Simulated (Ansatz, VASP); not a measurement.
## Two plane-wave programs on Ta3As4

```xyz
7
Lattice="-3.1845 3.1845 3.1845 3.1845 -3.1845 3.1845 3.1845 3.1845 -3.1845" Properties=species:S:1:pos:R:3 pbc="T T T"
Ta    3.1845    0.0000    0.0000
Ta    0.0000    3.1845    0.0000
Ta    0.0000    0.0000    3.1845
As    1.5923    1.5923    1.5923
As    1.5923    1.5923   -1.5923
As    1.5923   -1.5923    1.5923
As   -1.5923    1.5923    1.5923
```

Alike in both runs: functional PBE; k mesh 8 × 8 × 8; occupations gaussian, width 0.1 eV; no spin polarisation.

Ansatz relaxed the structure, and its values are those at the end. VASP's run is a single point on that final structure, the one shown.

```csv
,VASP,Ansatz
version,VASP 6.6.1,Ansatz 0.2.0
potentials or method,"VASP PAW PBE potentials, release 64 (Ta_pv, As), cutoff 520 eV","scalar-relativistic, plane waves, PAW"
valence electrons in the cell,53,99
```

Ansatz gave:

- gap on the k mesh at the Fermi level (eV): none
- pressure (GPa): 0.0

Problem. Which values does VASP return?

Solution. gap on the k mesh at the Fermi level (eV): none; pressure (GPa): 0.3.

A gap of «none» marks a metal or a gap that the smearing closes. The functional is the same, so the differences come from potentials, cutoffs and numerics. VASP's potentials hold 53 valence electrons a cell and Ansatz's 99, so a difference there can come from the potentials and not from the codes.

Spin-orbit coupling is off throughout.
